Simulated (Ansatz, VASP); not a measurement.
# Two plane-wave programs on CaO

File INCAR:

```
SYSTEM = CaO
PREC     = Accurate       ! precision mode
ENCUT    = 520            ! plane-wave cutoff, eV
EDIFF    = 1E-7           ! SCF threshold, eV
ISMEAR   = -1             ! smearing method
SIGMA    = 0.02           ! smearing width, eV
LREAL    = .False.        ! projectors in reciprocal space
LASPH    = .True.         ! aspherical terms in the spheres
NELM     = 100            ! most SCF steps
ALGO     = Normal         ! electronic algorithm
ISIF     = 2              ! what is computed and relaxed
LWAVE    = .False.        ! write WAVECAR
LCHARG   = .False.        ! write CHGCAR
GGA      = PE             ! functional
NBANDS   = 24             ! bands
```

The input KPOINTS:

```
Automatic mesh
0
Gamma
  12 12 6
  0 0 0
```

The input POSCAR:

```
CaO
1.0
    3.9808380022      0.0000000000      0.0000000000
   -1.9904190011      3.4475068382      0.0000000000
    0.0000000000      0.0000000000      4.7069971713
Ca O
2 2
Direct
    0.3333333333      0.6666666667     -0.0625000000
    0.6666666667      0.3333333333      0.4375000000
    0.3333333333      0.6666666667      0.4375000000
    0.6666666667      0.3333333333      0.9375000000
```

Input for Ansatz:

```yaml
crystal:
  lattice:
    - [3.9808380022, 0.0, 0.0]
    - [-1.9904190011, 3.4475068382, 0.0]
    - [0.0, 0.0, 4.7069971713]
  atoms:
    - { symbol: Ca, position: [0.3333333333, 0.6666666667, -0.0625] }
    - { symbol: Ca, position: [0.6666666667, 0.3333333333, 0.4375] }
    - { symbol: O, position: [0.3333333333, 0.6666666667, 0.4375] }
    - { symbol: O, position: [0.6666666667, 0.3333333333, 0.9375] }
kpoints:
  mp_grid: { grid: [12, 12, 6] }
  band_path:
    path:
      - [0.0, 0.0, 0.0]
      - [0.5, 0.0, 0.0]
      - [0.3333333333, 0.3333333333, 0.0]
      - [0.0, 0.0, 0.5]
      - [0.5, 0.0, 0.5]
      - [0.3333333333, 0.3333333333, 0.5]
    npoints: 1
hamiltonian:
  xc: pbe
scf:
  occupations: { method: fermi_dirac, width: 0.02 }
  n_extra_bands: 5
output:
  forces: true
  stress: true
  eigenvalues: true
```

Change from the starting cell: uniaxial_z strain -1.3%.

Alike in both runs: task single point; functional PBE; k mesh 12 × 12 × 6; occupations fermi-dirac, width 0.02 eV; no spin polarisation.

|  | VASP | Ansatz |
| --- | --- | --- |
| version | VASP 6.6.1 | Ansatz 0.2.0 |
| potentials or method | VASP PAW PBE potentials, release 64 (Ca_sv, O) | plane waves, PAW |
| plane-wave cutoff (eV) | 520 | 420 |
| valence electrons in the cell | 32 | 32 |

```csv
,VASP,Ansatz,Ansatz less VASP
gap on the k mesh at the Fermi level (eV),3.19,3.21,+0.016
pressure (GPa),3.8,3.2,-0.56
"traceless stress, the component that is largest in VASP (GPa)",1.86,1.77,-0.086
```

The functional is the same, so the differences come from potentials, cutoffs and numerics.
